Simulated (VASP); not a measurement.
## Al8H: single point with PBE

The system is Al8H, a slab with vacuum.

```
Al H
1.0
     5.71430    0.00000    0.00000
     0.00000    8.08124    0.00000
     0.00000    0.00000   22.24380
Al H
16 2
Direct
  0.25000 0.25000 0.17983
  0.25000 0.75000 0.17983
  0.75000 0.25000 0.17983
  0.75000 0.75000 0.17983
  0.00000 0.00000 0.24405
  0.00000 0.50000 0.24405
  0.50000 0.00000 0.24405
  0.50000 0.50000 0.24405
  0.25000 0.25000 0.31027
  0.25000 0.75000 0.31027
  0.75000 0.25000 0.31027
  0.75000 0.75000 0.31027
  0.00000 0.00000 0.37061
  0.00000 0.50000 0.37061
  0.50000 0.00000 0.37061
  0.50000 0.50000 0.37061
  0.75000 0.86172 0.39084
  0.75000 0.13828 0.39084
```

```
Program             : VASP 6.6.1
Task                : single point
Functional          : PBE
Potentials or basis : VASP PAW PBE potentials, release 64 (Al, H)
Cutoff              : 520 eV
k mesh              : 5 × 4 × 1
Occupations         : gaussian, width 0.1 eV
Spin                : no spin polarisation
```

* Largest force: 0.609 eV/Å
* Band gap on the k mesh: zero (bands 25 and 26 overlap by 0.43 eV)

Forces in eV/Å, atoms in the order of the input:
```
Al   0.000 -0.042  0.284
Al   0.000  0.042  0.284
Al   0.000 -0.015  0.223
Al   0.000  0.015  0.223
Al   0.086  0.000 -0.091
Al  -0.019  0.000 -0.306
Al  -0.086  0.000 -0.091
Al   0.019  0.000 -0.306
Al   0.000  0.019 -0.049
Al   0.000 -0.019 -0.049
Al   0.000  0.175 -0.077
Al   0.000 -0.175 -0.077
Al   0.605  0.000  0.063
Al  -0.068  0.000 -0.033
Al  -0.605  0.000  0.063
Al   0.068  0.000 -0.033
H    0.000  0.051 -0.013
H    0.000 -0.051 -0.013
```

Levels at points of the mesh, in eV from the Fermi level:
```csv
k point,band 22,band 23,band 24,band 25,band 26,band 27,band 28,band 29
"(0.00, 0.00, 0.00)",-1.58,-0.87,-0.68,-0.41,-0.29,-0.26,0.60,1.06
"(0.00, 0.50, 0.00)",-1.04,-0.98,-0.91,-0.41,-0.27,-0.05,0.21,0.23
```

Run time: 8.2 min on 1 thread of Intel(R) Xeon(R) 6975P-C (Granite Rapids), on a shared host, peak memory 0.89 GiB.
